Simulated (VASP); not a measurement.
Input of a VASP 6.6.1 run:

INCAR

```
SYSTEM = AlN
PREC     = Accurate       ! precision mode
ENCUT    = 520            ! plane-wave cutoff, eV
EDIFF    = 1E-6           ! SCF threshold, eV
ISMEAR   = -1             ! smearing method
SIGMA    = 0.05           ! smearing width, eV
LREAL    = .False.        ! projectors in reciprocal space
LASPH    = .True.         ! aspherical terms in the spheres
NELM     = 60             ! most SCF steps
ALGO     = Normal         ! electronic algorithm
ISIF     = 2              ! what is computed and relaxed
LWAVE    = .False.        ! write WAVECAR
LCHARG   = .False.        ! write CHGCAR
GGA      = CA             ! functional
NBANDS   = 16             ! bands
```

Contents of KPOINTS:

```
regular mesh
0
Gamma
  10 10 6
  0 0 0
```

Contents of POSCAR:

```
AlN
1.0
    3.1130000000      0.0000000000      0.0000000000
   -1.5565000000      2.6959370820      0.0000000000
    0.0000000000      0.0000000000      4.9810000000
Al N
2 2
Direct
    0.6666666667      0.3333333333      0.5000000000
    0.3333333333      0.6666666667      0.0000000000
    0.6666666667      0.3333333333      0.8800000000
    0.3333333333      0.6666666667      0.3800000000
```

Potentials or basis: VASP PAW LDA potentials, release 64 (Al, N).

Run with:

```sh
$ cat potpaw_LDA.64/Al/POTCAR potpaw_LDA.64/N/POTCAR > POTCAR
$ mpirun -np 1 vasp_std > vasp.out
```

Q: What does it give for the pressure?

A: -4.1 GPa.

Q: Estimate the largest force.

A: 0.119 eV/Å.

Stress tensor (GPa, compression positive):
```
-4.69  0.00  0.00
 0.00 -4.69  0.00
 0.00  0.00 -2.98
```

Caveat: the cell stands under tension.
